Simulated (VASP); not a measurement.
# LiH (Fm-3m) in VASP: notebook

The runs below take LiH through single point, relaxation of cell and atoms, with PBE.

Program: VASP 6.6.1. These are calculated values, not measurements. Logs are shortened: lines on timing, memory, paths and dates and some standing lists are left out, and cuts for length are marked.

## (1) The cell of the first run

It takes space group Fm-3m (No. 225, cubic). The conventional cell has a = 4.008 Å, b = 4.008 Å, c = 4.008 Å, α = 90.00°, β = 90.00°, γ = 90.00°. Li (site symmetry m-3m) has 6 H at 2.00 Å within 2.7 Å. H (site symmetry m-3m) has 6 Li at 2.00 Å within 2.7 Å.

## (2) Single point, PBE

Input file INCAR:

```
PREC = Accurate ; ENCUT = 520
EDIFF = 1E-6 ; ISMEAR = 0
SIGMA = 0.02 ; LREAL = F
LASPH = T ; NELM = 80
ALGO = Normal ; ISIF = 2
LWAVE = F ; LCHARG = T
GGA = PE ; LELF = T
LVHAR = T ; NBANDS = 9
```

Input file KPOINTS:

```
Automatic mesh
0
Gamma
  10 10 10
```

Input file POSCAR:

```
LiH
1.0
    0.0000000000      2.0040001864      2.0040001864
    2.0040001864      0.0000000000      2.0040001864
    2.0040001864      2.0040001864      0.0000000000
Li H
1 1
Direct
    0.0000000000      0.0000000000      0.0000000000
    0.5000000000      0.5000000000      0.5000000000
```

Potentials or basis: VASP PAW PBE potentials, release 64 (Li_sv, H).

The run is started by

```console
$ cat potpaw_PBE.64/Li_sv/POTCAR potpaw_PBE.64/H/POTCAR > POTCAR
$ mpirun -np 1 vasp_std > vasp.out
```

OUTCAR:

```text
PREC = Accurate
   ENCUT = 520
   EDIFF = 1E-6
   ISMEAR = 0
   LREAL = F
   LASPH = T
   NELM = 80
   ISIF = 2
   GGA = PE

 ion  position               nearest neighbor table
   1  0.000  0.000  0.000-
   2  0.500  0.500  0.500-

  LATTYP: Found a face centered cubic cell.
 ALAT       =     4.0080003728

  Lattice vectors:

 A1 = (   0.0000000000,   2.0040001864,   2.0040001864)
 A2 = (   2.0040001864,   0.0000000000,   2.0040001864)
 A3 = (   2.0040001864,   2.0040001864,   0.0000000000)

Analysis of symmetry for initial positions (statically):
=====================================================================
 Subroutine PRICEL returns:
 Original cell was already a primitive cell.

 Routine SETGRP: Setting up the symmetry group for a
 face centered cubic supercell.

 Subroutine GETGRP returns: Found 48 space group operations
 (whereof 48 operations were pure point group operations)
 out of a pool of 48 trial point group operations.

The static configuration has the point symmetry O_h .

Analysis of symmetry for dynamics (positions and initial velocities):
=====================================================================
 Subroutine PRICEL returns:
 Original cell was already a primitive cell.

 Routine SETGRP: Setting up the symmetry group for a
 face centered cubic supercell.

 Subroutine GETGRP returns: Found 48 space group operations
 (whereof 48 operations were pure point group operations)
 out of a pool of 48 trial point group operations.

The dynamic configuration has the point symmetry O_h .

 Subroutine INISYM returns: Found 48 space group operations
 (whereof 48 operations are pure point group operations),
 and found     1 'primitive' translations

----------------------------------------------------------------------------------------

                                     Primitive cell

  volume of cell :      16.0962

  direct lattice vectors                    reciprocal lattice vectors
     0.000000000  2.004000186  2.004000186    -0.249500975  0.249500975  0.249500975
     2.004000186  0.000000000  2.004000186     0.249500975 -0.249500975  0.249500975
     2.004000186  2.004000186  0.000000000     0.249500975  0.249500975 -0.249500975

  length of vectors
     2.834084243  2.834084243  2.834084243     0.432148365  0.432148365  0.432148365

  position of ions in fractional coordinates (direct lattice)
     0.000000000  0.000000000  0.000000000
     0.500000000  0.500000000  0.500000000

  ion indices of the primitive-cell ions
   primitive index   ion index
                 1           1
                 2           2

----------------------------------------------------------------------------------------

 KPOINTS: Automatic mesh

Automatic generation of k-mesh.
 Grid dimensions read from file:
 generate k-points for:   10   10   10

 Generating k-lattice:

  Cartesian coordinates                     Fractional coordinates (reciprocal lattice)
    -0.024950097  0.024950097  0.024950097     0.100000000  0.000000000  0.000000000
     0.024950097 -0.024950097  0.024950097     0.000000000  0.100000000  0.000000000
     0.024950097  0.024950097 -0.024950097     0.000000000  0.000000000  0.100000000

  Length of vectors
     0.043214836  0.043214836  0.043214836

  Shift w.r.t. Gamma in fractional coordinates (k-lattice)
     0.000000000  0.000000000  0.000000000

 Subroutine IBZKPT returns following result:
 ===========================================

 Found     47 irreducible k-points:

 Following reciprocal coordinates:
            Coordinates               Weight
  0.000000  0.000000  0.000000      1.000000
  0.100000  0.000000  0.000000      8.000000
  0.200000  0.000000  0.000000      8.000000
  0.300000  0.000000  0.000000      8.000000
  0.400000  0.000000  0.000000      8.000000
  0.500000  0.000000  0.000000      4.000000
[... 16 lines left out ...]
  0.300000  0.300000  0.000000      6.000000
  0.400000  0.300000  0.000000     24.000000
 [... further k-points ...]
   k-points           NKPTS =     47   k-points in BZ     NKDIM =     47   number of bands    NBANDS=      9
   number of dos      NEDOS =    301   number of ions     NIONS =      2
   total plane-waves  NPLWV =  13824
   dimension x,y,z NGX =    24 NGY =   24 NGZ =   24
   dimension x,y,z NGXF=    48 NGYF=   48 NGZF=   48
   ions per type =               1   1
   NGX,Y,Z   is equivalent  to a cutoff of  14.08, 14.08, 14.08 a.u.
   NGXF,Y,Z  is equivalent  to a cutoff of  28.16, 28.16, 28.16 a.u.
 SYSTEM =  unknown system
   PREC   = accura    normal or accurate (medium, high low for compatibility)
   ISTART =      0    job   : 0-new  1-cont  2-samecut
   ICHARG =      2    charge: 1-file 2-atom 10-const
   ISPIN  =      1    spin polarized calculation?
   LNONCOLLINEAR =      F non collinear calculations
   LSORBIT =      F    spin-orbit coupling
   LASPH  =      T    aspherical Exc in radial PAW
   ENCUT  =  520.0 eV  38.22 Ry    6.18 a.u.   5.27  5.27  5.27*2*pi/ulx,y,z
   NELM   =     80;   NELMIN=  2; NELMDL= -5     # of ELM steps
   EDIFF  = 0.1E-05   stopping-criterion for ELM
   LREAL  =      F    real-space projection
   EDIFFG = 0.1E-04   stopping-criterion for IOM
   NSW    =      0    number of steps for IOM
   IBRION =     -1    ionic relax: 0-MD 1-quasi-New 2-CG
   NFREE  =      0    steps in history (QN), initial steepest desc. (CG)
   ISIF   =      2    stress and relaxation
   ISYM   =      2    0-nonsym 1-usesym 2-fastsym
   POTIM  = 0.5000    time-step for ionic-motion
   TEBEG  =    0.0;   TEEND  =   0.0 temperature during run
   PSTRESS=    0.0 pullay stress
   NELECT =       4.0000    total number of electrons
   NUPDOWN=      -1.0000    fix difference up-down
   EMIN   =  10.00;   EMAX   =-10.00  energy-range for DOS
   EFERMI =   0.00;   METHOD = LEGACY
   ISMEAR =     0;   SIGMA  =   0.02  broadening in eV -4-tet -1-fermi 0-gaus
   EFERMI_NEDOS =   21; number of points for ismear=-14 and -15
   IALGO  =     38    algorithm
   IMIX   =      4    mixing-type and parameters
     AMIX     =   0.40;   BMIX     =  1.00
     AMIX_MAG =   1.60;   BMIX_MAG =  1.00
  volume/ion in A,a.u.               =       8.05        54.31
  Fermi-wavevector in a.u.,A,eV,Ry     =   1.029249  1.944998 14.413376  1.059353
  Thomas-Fermi vector in A             =   2.163287
   LORBIT       =      0    0 simple, 1 ext, 2 COOP (PROOUT), +10 PAW based schemes
   GGA     = PE    functional components
   LHFCALC =     F    Hartree Fock is set to
   AEXX    =    0.0000 exact exchange contribution
   IVDW    =     0    specifies the selected vdW correction
   LEPSILON=     F    determine dielectric tensor
   LRPA    =     F    only Hartree local field effects (RPA)
 non-spin polarized calculation
 Gauss-broadening in eV      SIGMA  =   0.02
  energy-cutoff  :      520.00
  volume of cell :       16.10
 maximum number of plane-waves:       444
 NGX is ok and might be reduce to    24
   NGX = 11   NGY = 11   NGZ = 11

 number of electron       3.9999995 magnetization

 Free energy of the ion-electron system (eV)
  ---------------------------------------------------
  ext. energy  EPLUGINS =         0.00000000
  ---------------------------------------------------
  free energy    TOTEN  =        -6.12706240 eV

  energy without entropy =       -6.12706240  energy(sigma->0) =       -6.12706240

 E-fermi :   0.3428     XC(G=0):  -8.5129

 val. band max:        0.0931218378   @ k =   0.5000   0.5000   0.0000
 cond. band min:       3.0720476769   @ k =   0.5000   0.5000   0.0000
 fundamental gap:      2.9789258391
 Fermi energy:         0.3427882633

 k-point     1 :       0.0000    0.0000    0.0000
  band No.  band energies     occupation
      1     -44.1972      2.00000
      2      -5.3416      2.00000
      3      16.1938      0.00000
      4      17.9883      0.00000
      5      17.9883      0.00000
      6      17.9883      0.00000
      7      22.7044      0.00000
      8      22.7044      0.00000
      9      22.7045      0.00000

 k-point     2 :       0.1000    0.0000    0.0000
  band No.  band energies     occupation
      1     -44.1929      2.00000
      2      -5.1647      2.00000
      3      14.7164      0.00000
      4      16.9920      0.00000
      5      17.5995      0.00000
      6      17.5995      0.00000
      7      22.1354      0.00000
      8      23.5448      0.00000
      9      23.5449      0.00000

 k-point     3 :       0.2000    0.0000    0.0000
  band No.  band energies     occupation
      1     -44.1813      2.00000
      2      -4.6481      2.00000
      3      11.4618      0.00000
      4      15.7217      0.00000
      5      16.9724      0.00000
      6      16.9724      0.00000
      7      22.9788      0.00000
      8      23.3359      0.00000
      9      23.3359      0.00000

 k-point     4 :       0.3000    0.0000    0.0000
  band No.  band energies     occupation
      1     -44.1669      2.00000
      2      -3.8515      2.00000
      3       8.3150      0.00000
      4      14.6767      0.00000
      5      16.5926      0.00000
      6      16.5926      0.00000
      7      21.2662      0.00000
      8      21.2662      0.00000
      9      24.5325      0.00000

 k-point     5 :       0.4000    0.0000    0.0000
  band No.  band energies     occupation
      1     -44.1553      2.00000
      2      -2.9757      2.00000
      3       5.9573      0.00000
      4      13.9941      0.00000
      5      16.5360      0.00000
      6      16.5360      0.00000
      7      19.7632      0.00000
      8      19.7632      0.00000
      9      26.3572      0.00000

 k-point     6 :       0.5000    0.0000    0.0000
  band No.  band energies     occupation
      1     -44.1509      2.00000
      2      -2.5364      2.00000
      3       5.0157      0.00000
      4      13.7583      0.00000
      5      16.5984      0.00000
      6      16.5984      0.00000
      7      19.1742      0.00000
      8      19.1742      0.00000
      9      27.4116      0.00000
[... 169 lines left out ...]
 k-point    21 :      -0.3000    0.2000    0.0000
  band No.  band energies     occupation
      1     -44.1512      2.00000
      2      -2.5764      2.00000
      3       6.9078      0.00000
      4       9.3371      0.00000
      5      15.4369      0.00000
      6      15.8812      0.00000
      7      22.6816      0.00000
      8      25.6797      0.00000
      9      26.5630      0.00000

 k-point    22 :      -0.2000    0.2000    0.0000
  band No.  band energies     occupation
      1     -44.1621      2.00000
      2      -3.5144      2.00000
      3       9.6232      0.00000
      4       9.7643      0.00000
      5      16.1237      0.00000
      6      17.1240      0.00000
      7      21.9031      0.00000
      8      24.0196      0.00000
      9      25.6961      0.00000

 k-point    23 :       0.3000    0.3000    0.0000
  band No.  band energies     occupation
      1     -44.1574      2.00000
      2      -3.1151      2.00000
      3       8.6707      0.00000
      4      12.3371      0.00000
      5      12.3371      0.00000
      6      15.5655      0.00000
      7      17.5505      0.00000
      8      28.6330      0.00000
      9      31.1185      0.00000

 k-point    24 :       0.4000    0.3000    0.0000
  band No.  band energies     occupation
      1     -44.1484      2.00000
      2      -2.2238      2.00000
      3       6.7831      0.00000
      4      10.5701      0.00000
      5      11.8961      0.00000
      6      16.3291      0.00000
      7      17.6597      0.00000
      8      29.6729      0.00000
      9      30.1378      0.00000

 [... further k-points ...]
[... 5 lines left out ...]
  --------------------------------------------------------------------------------------
  -------------------------------------------------------------------------------------
  Total       -0.0276769     -0.0276769     -0.0276769      0.0000000      0.0000000      0.0000000
  in kB       -2.7548958     -2.7548958     -2.7548958      0.0000000      0.0000000      0.0000000
  external PRESSURE =      -2.7548958 kB  Pullay stress =       0.0000000 kB

 VOLUME and BASIS-vectors are now :
 -----------------------------------------------------------------------------
  energy-cutoff  :      520.00
  volume of cell :       16.10
      direct lattice vectors                 reciprocal lattice vectors
     0.000000000  2.004000186  2.004000186    -0.249500975  0.249500975  0.249500975
     2.004000186  0.000000000  2.004000186     0.249500975 -0.249500975  0.249500975
     2.004000186  2.004000186  0.000000000     0.249500975  0.249500975 -0.249500975

 POSITION                                       TOTAL-FORCE (eV/Angst)
 -----------------------------------------------------------------------------------
      0.00000      0.00000      0.00000        -0.000000      0.000000     -0.000000
      2.00400      2.00400      2.00400         0.000000     -0.000000      0.000000
 -----------------------------------------------------------------------------------
    total drift:                                0.000000     -0.000000     -0.000000

  FREE ENERGIE OF THE ION-ELECTRON SYSTEM (eV)
  ---------------------------------------------------
  free  energy   TOTEN  =        -6.1270624001 eV

  energy  without entropy=       -6.1270624001  energy(sigma->0) =       -6.12706240
```

Run time: 8 s. Hardware: 1 thread of Intel Xeon 8259CL, shared host; peak memory 0.13 GiB.

Results:

```
Free energy            : -6.1271 eV
Band gap on the k mesh : 2.98 eV, direct
```

Caveat: the cutoff is under 1.25 times the usual one of these potentials, so pressure, stress and relaxed cells hold a basis-set (Pulay) error.

## (3) Relaxation of cell and atoms, PBE

This run uses another cell than the first one, of 8.70 Å³/atom, 1.081 times its volume.

Input file INCAR:

```
  PREC = Accurate
  ENCUT = 600
  EDIFF = 1E-6
  ISMEAR = 0
  SIGMA = 0.02
  LREAL = F
  LASPH = T
  NELM = 100
  ALGO = Normal
  ISIF = 3
  LWAVE = F
  LCHARG = F
  GGA = PE
  IBRION = 2
  NSW = 100
  EDIFFG = -0.005
```

Input file KPOINTS:

```
regular mesh
0
Gamma
  10 10 10
```

Input file POSCAR:

```
LiH
1.0
    0.0000000000      2.0565045866      2.0565045866
    2.0565045866      0.0000000000      2.0565045866
    2.0565045866      2.0565045866      0.0000000000
Li H
1 1
Direct
    0.0000000000      0.0000000000      0.0000000000
    0.5000000000      0.5000000000      0.5000000000
```

Potentials or basis: VASP PAW PBE potentials, release 64 (Li_sv, H).

The run is started by

```console
$ cat potpaw_PBE.64/Li_sv/POTCAR potpaw_PBE.64/H/POTCAR > POTCAR
$ mpirun -np 1 vasp_std > vasp.out
```

OUTCAR:

```text
PREC = Accurate
   ENCUT = 600
   EDIFF = 1E-6
   ISMEAR = 0
   LREAL = F
   LASPH = T
   NELM = 100
   ISIF = 3
   GGA = PE
   IBRION = 2
   NSW = 100
   EDIFFG = -0.005

 ion  position               nearest neighbor table
   1  0.000  0.000  0.000-
   2  0.500  0.500  0.500-

  LATTYP: Found a face centered cubic cell.
 ALAT       =     4.1130091732

  Lattice vectors:

 A1 = (   0.0000000000,   2.0565045866,   2.0565045866)
 A2 = (   2.0565045866,   0.0000000000,   2.0565045866)
 A3 = (   2.0565045866,   2.0565045866,   0.0000000000)

Analysis of symmetry for initial positions (statically):
=====================================================================
 Subroutine PRICEL returns:
 Original cell was already a primitive cell.

 Routine SETGRP: Setting up the symmetry group for a
 face centered cubic supercell.

 Subroutine GETGRP returns: Found 48 space group operations
 (whereof 48 operations were pure point group operations)
 out of a pool of 48 trial point group operations.

The static configuration has the point symmetry O_h .

Analysis of symmetry for dynamics (positions and initial velocities):
=====================================================================
 Subroutine PRICEL returns:
 Original cell was already a primitive cell.
[... 138 lines left out ...]
   LRPA    =     F    only Hartree local field effects (RPA)
 conjugate gradient relaxation of ions
 non-spin polarized calculation
 Gauss-broadening in eV      SIGMA  =   0.02
  energy-cutoff  :      600.00
  volume of cell :       17.39
 maximum number of plane-waves:       589
   NGX = 11   NGY = 11   NGZ = 11

--------------------------------------- Ionic step        1  -------------------------------------------

 number of electron       4.0000005 magnetization

 Free energy of the ion-electron system (eV)
  ---------------------------------------------------
  ext. energy  EPLUGINS =         0.00000000
  ---------------------------------------------------
  free energy    TOTEN  =        -6.11638477 eV

  energy without entropy =       -6.11638477  energy(sigma->0) =       -6.11638477

 E-fermi :  -0.0437     XC(G=0):  -8.2671

 val. band max:       -0.2558294615   @ k =   0.5000   0.5000   0.0000
 cond. band min:       2.7746310303   @ k =   0.5000   0.5000   0.0000
 fundamental gap:      3.0304604918
 Fermi energy:        -0.0436848455

 k-point     1 :       0.0000    0.0000    0.0000
  band No.  band energies     occupation
      1     -44.6266      2.00000
      2      -5.3999      2.00000
      3      14.8608      0.00000
      4      16.8621      0.00000
      5      16.8621      0.00000
      6      16.8621      0.00000
[... 314 lines left out ...]
--------------------------------------- Ionic step        4  -------------------------------------------

 number of electron       3.9999996 magnetization

 Free energy of the ion-electron system (eV)
  ---------------------------------------------------
  ext. energy  EPLUGINS =         0.00000000
  ---------------------------------------------------
  free energy    TOTEN  =        -6.12909962 eV

  energy without entropy =       -6.12909962  energy(sigma->0) =       -6.12909962

 E-fermi :   0.3555     XC(G=0):  -8.5416

 val. band max:        0.1319341428   @ k =   0.5000   0.5000   0.0000
 cond. band min:       3.1047593219   @ k =   0.5000   0.5000   0.0000
 fundamental gap:      2.9728251791
 Fermi energy:         0.3554787335

 k-point     1 :       0.0000    0.0000    0.0000
  band No.  band energies     occupation
      1     -44.1448      2.00000
      2      -5.3357      2.00000
      3      16.3321      0.00000
      4      18.1146      0.00000
      5      18.1146      0.00000
      6      18.1146      0.00000
[... 236 lines left out ...]
  FREE ENERGIE OF THE ION-ELECTRON SYSTEM (eV)
  ---------------------------------------------------
  free  energy   TOTEN  =        -6.1290996218 eV

  energy  without entropy=       -6.1290996218  energy(sigma->0) =       -6.12909962

 reached required accuracy - stopping structural energy minimisation
```

It took 20 s on 1 thread of Intel Xeon 8259CL, shared host; peak memory 0.13 GiB.

What came out:

```
Free energy                            : -6.1291 eV
Relaxed volume                         : 7.98 Å³/atom
Relaxed cell                           : a = 2.826 Å, b = 2.826 Å, c = 2.826 Å, α = 60.00°, β = 60.00°, γ = 60.00°
Space group after relaxing (to 0.05 Å) : Fm-3m (No. 225)
Energy gained by relaxing              : 6.4 meV/atom
Ionic steps                            : 4
Pressure after relaxing                : 0.0 GPa
Band gap on the k mesh                 : 2.97 eV, direct
```

Step by step:
```csv
step,energy change (eV),largest force (eV/Å),pressure (GPa),volume (Å³)
1,0.0000,0.0000,-2.69,17.39
2,-0.0054,0.0000,-2.09,17.03
3,-0.0126,0.0000,-0.33,16.12
4,-0.0127,0.0000,0.02,15.96
```

Final structure:
```
Li H
1.0
     0.00000    1.99828    1.99828
     1.99828    0.00000    1.99828
     1.99828    1.99828    0.00000
Li H
1 1
Direct
  0.00000 0.00000 0.00000
  0.50000 0.50000 0.50000
```

Levels at points of the mesh, in eV from the valence-band top:
```tsv
k point	band 1	band 2	band 3	band 4	band 5	band 6
(0.00, 0.00, 0.00)	-44.28	-5.47	16.20	17.98	17.98	17.98
(0.50, 0.00, 0.00)	-44.23	-2.65	4.94	13.74	16.58	16.58
(0.50, 0.50, 0.00)	-44.21	0.00	2.97	10.86	10.86	14.03
```

Caveat: the cutoff is under 1.25 times the usual one of these potentials, so pressure, stress and relaxed cells hold a basis-set (Pulay) error.
